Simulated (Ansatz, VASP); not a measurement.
# One calculation of FePt, two programs

The input INCAR:

```
SYSTEM = FePt
  PREC = Accurate
  ENCUT = 520
  EDIFF = 1E-6
  ISMEAR = 0
  SIGMA = 0.15
  LREAL = .FALSE.
  LASPH = .TRUE.
  NELM = 150
  ALGO = Normal
  ISIF = 2
  LWAVE = .FALSE.
  LCHARG = .TRUE.
  ISPIN = 2
  MAGMOM = 3.27 0.45
  LORBIT = 11
  LMAXMIX = 4
  GGA = PE
  LELF = .TRUE.
  LVHAR = .TRUE.
  NBANDS = 20
```

The input KPOINTS:

```
Automatic mesh
0
G
  18 18 14
  0 0 0
```

The input POSCAR:

```
FePt
1.0
    2.6127878408      0.0000000000      0.0000000000
    0.0000000000      2.6127878408      0.0000000000
    0.0000000000      0.0000000000      3.4040000000
Fe Pt
1 1
Direct
    0.5000000000      0.5000000000      0.5000000000
    0.0000000000      0.0000000000      0.0000000000
```

Input for Ansatz:

```yaml
crystal:
  lattice:
    - [2.6127878408, 0.0, 0.0]
    - [0.0, 2.6127878408, 0.0]
    - [0.0, 0.0, 3.404]
  atoms:
    - { symbol: Fe, position: [0.5, 0.5, 0.5], spin: 3.27 }
    - { symbol: Pt, position: [0.0, 0.0, 0.0], spin: 0.45 }
basis:
  ecutwfc: 420
kpoints:
  mp_grid: { grid: [18, 18, 14] }
hamiltonian:
  xc: pbe
scf:
  occupations: { method: gaussian, width: 0.15 }
output:
  forces: true
  stress: true
  eigenvalues: true
  populations: true
  write_density: true
  write_potential: true
  elf: true
  volumetric_format: npy
magnetization:
  spin_polarized: true
```

Change from the starting cell: strain -0.040 along x and y, -0.080 along z, atoms carried along.

Alike in both runs: task single point; functional PBE; k mesh 18 × 18 × 14; occupations gaussian, width 0.15 eV; collinear spin.

```csv
,VASP,Ansatz
version,VASP 6.6.1,Ansatz 0.2.0
potentials or method,"VASP PAW PBE potentials, release 64 (Fe, Pt), cutoff 520 eV","scalar-relativistic, plane waves, PAW"
valence electrons in the cell,18,34
```

```tsv
	VASP	Ansatz	Ansatz less VASP
gap on the k mesh at the Fermi level (eV)	none	none	-
pressure (GPa)	59.0	59.6	+0.63
traceless stress, the component that is largest in VASP (GPa)	8.01	8.08	+0.069
net moment per atom (μB)	1.47	1.47	+0.001
size of the moment on the site where the two differ most (μB)	0.34	0.40	+0.066
```

Site moments also hang on the region over which each program counts them. A gap of «none» marks a metal or a gap that the smearing closes. Both programs put the cell under a high pressure, so it lies far from rest at this level. The functional is the same, so the differences come from potentials, cutoffs and numerics. VASP's potentials hold 18 valence electrons a cell and Ansatz's 34, so a difference there can come from the potentials and not from the codes.

Neither program's run includes spin-orbit coupling.
